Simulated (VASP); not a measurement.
Runs of VASP 6.6.1 on Re. The structure is that of space group P6_3/mmc (No. 194), or close to it. The cells are those of the table. 

```tsv
task	level	potentials or basis	spin	cell	k mesh	cutoff (eV)	gap on the mesh (eV)	pressure (GPa)	moment (μB)
single point	r2SCAN	VASP PAW PBE potentials, release 64 (Re_sv_GW)	non-collinear, zero start, SOC	a = 2.766, b = 2.766, c = 8.939 Å, angles 90.0, 90.0, 120.0°, 4 atoms	8 × 8 × 3	610	-	(a)	0.00
single point	BLYP	VASP PAW PBE potentials, release 64 (Re_sv_GW)	off	a = 2.815, b = 2.815, c = 9.056 Å, angles 90.0, 90.0, 120.0°, 4 atoms	8 × 8 × 3	560	none	0.0	-
single point	BLYP+D4	VASP PAW PBE potentials, release 64 (Re_sv_GW)	off	a = 2.774, b = 2.774, c = 8.956 Å, angles 90.0, 90.0, 120.0°, 4 atoms	11 × 11 × 3	560	none	0.1	-
single point	LDA	VASP PAW LDA potentials, release 64 (Re_sv_GW)	off	a = 2.740, b = 2.740, c = 8.819 Å, angles 90.0, 90.0, 120.0°, 4 atoms	8 × 8 × 3	560	none	0.0	-
single point	r2SCAN	VASP PAW PBE potentials, release 64 (Re)	non-collinear, zero start, SOC	a = 2.710, b = 2.710, c = 8.756 Å, angles 90.0, 90.0, 120.0°, 4 atoms	11 × 11 × 3	520	-	24.7	0.00
single point	BLYP+D3(BJ)	VASP PAW PBE potentials, release 64 (Re_sv_GW)	off	a = 2.765, b = 2.765, c = 8.926 Å, angles 90.0, 90.0, 120.0°, 4 atoms	11 × 11 × 3	560	none	0.1	-
relaxation of cell and atoms	BLYP	VASP PAW PBE potentials, release 64 (Re_sv_GW)	off	relaxed from a = 2.766, b = 2.766, c = 8.939 Å, angles 90.0, 90.0, 120.0°, 4 atoms	8 × 8 × 3	560	none	0.0	-
single point	BLYP	VASP PAW PBE potentials, release 64 (Re_sv_GW)	off	a = 2.811, b = 2.811, c = 9.075 Å, angles 90.0, 90.0, 120.0°, 4 atoms	11 × 11 × 3	560	none	0.0	-
```

Alike in all rows: smearing fermi-dirac 0.05 eV.

**Question.** Fill in the values left out.

**Answer.** (a) -2.9.

Caveats: the PAW data sets were made with another functional, which shifts forces and pressure a little (at least some runs); spin-orbit coupling is left out, which moves the levels of the heavy elements (at least some runs); the dispersion term is far too large for a dense solid, which distorts pressure and volume (at least some runs); the cell stands under pressure (at least some runs).

A k mesh can miss the band edges, and rows without SOC leave out spin-orbit coupling on Re.

A gap of «none» marks levels without a gap at the run's occupations.

The runs don't all hold the same shells in valence.
